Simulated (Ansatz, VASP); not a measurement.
# Al3Cu2 in VASP and in Ansatz

The input INCAR:

```
SYSTEM = Al3Cu2
  PREC = Accurate
  ENCUT = 520
  EDIFF = 1E-6
  ISMEAR = -1
  SIGMA = 0.05
  LREAL = .False.
  LASPH = .True.
  NELM = 100
  ALGO = Fast
  ISIF = 2
  LWAVE = .False.
  LCHARG = .False.
  GGA = PS
  NBANDS = 24
```

The input KPOINTS:

```
Automatic mesh
0
Gamma
  12 12 8
  0 0 0
```

POSCAR

```
Al3Cu2
1.0
    4.0919516368      0.0000000000      0.0000000000
   -2.0459758184      3.5437340685      0.0000000000
    0.0000000000      0.0000000000      4.9927787000
Al Cu
3 2
Direct
    0.0000000000      0.0000000000      0.0000000000
    0.3333333333      0.6666666667      0.3499253500
    0.6666666667      0.3333333333      0.6500746500
    0.3333333333      0.6666666667      0.8395121300
    0.6666666667      0.3333333333      0.1604878700
```

Input for Ansatz:

```yaml
crystal:
  lattice:
    - [4.0919516368, 0.0, 0.0]
    - [-2.0459758184, 3.5437340685, 0.0]
    - [0.0, 0.0, 4.9927787]
  atoms:
    - { symbol: Al, position: [0.0, 0.0, 0.0] }
    - { symbol: Al, position: [0.3333333333, 0.6666666667, 0.34992535] }
    - { symbol: Al, position: [0.6666666667, 0.3333333333, 0.65007465] }
    - { symbol: Cu, position: [0.3333333333, 0.6666666667, 0.83951213] }
    - { symbol: Cu, position: [0.6666666667, 0.3333333333, 0.16048787] }
basis:
  ecutwfc: 420
kpoints:
  mp_grid: { grid: [12, 12, 8] }
hamiltonian:
  xc: pbesol
scf:
  occupations: { method: fermi_dirac, width: 0.05 }
output:
  forces: true
  stress: true
  eigenvalues: true
```

Alike in both runs: task single point; functional PBEsol; k mesh 12 × 12 × 8; occupations fermi-dirac, width 0.05 eV; no spin polarisation.

```csv
,VASP,Ansatz
version,VASP 6.6.1,Ansatz 0.2.0
potentials or method,"VASP PAW PBE potentials, release 64 (Al, Cu), cutoff 520 eV","scalar-relativistic, plane waves, PAW"
valence electrons in the cell,31,47
```

Ansatz gave:

| Quantity | Value |
| --- | --- |
| gap on the k mesh at the Fermi level (eV) | none |
| pressure (GPa) | 0.2 |
| traceless stress, the component that is largest in VASP (GPa) | -0.32 |
| rms of the force components (eV/Å) | 0.025 |

**Question.** Which values does VASP return?

**Answer.** gap on the k mesh at the Fermi level (eV): none; pressure (GPa): 0.8; traceless stress, the component that is largest in VASP (GPa): -0.30; rms of the force components (eV/Å): 0.025.

VASP's potentials were made for PBE, not for PBEsol. Atom by atom the forces differ by 0.002 eV/Å (rms over components). A gap of «none» marks a metal or a gap that the smearing closes. With one functional, cell and mesh, what is left measures potentials, basis and numerics. VASP's potentials hold 31 valence electrons a cell and Ansatz's 47, so a difference there can come from the potentials and not from the codes.
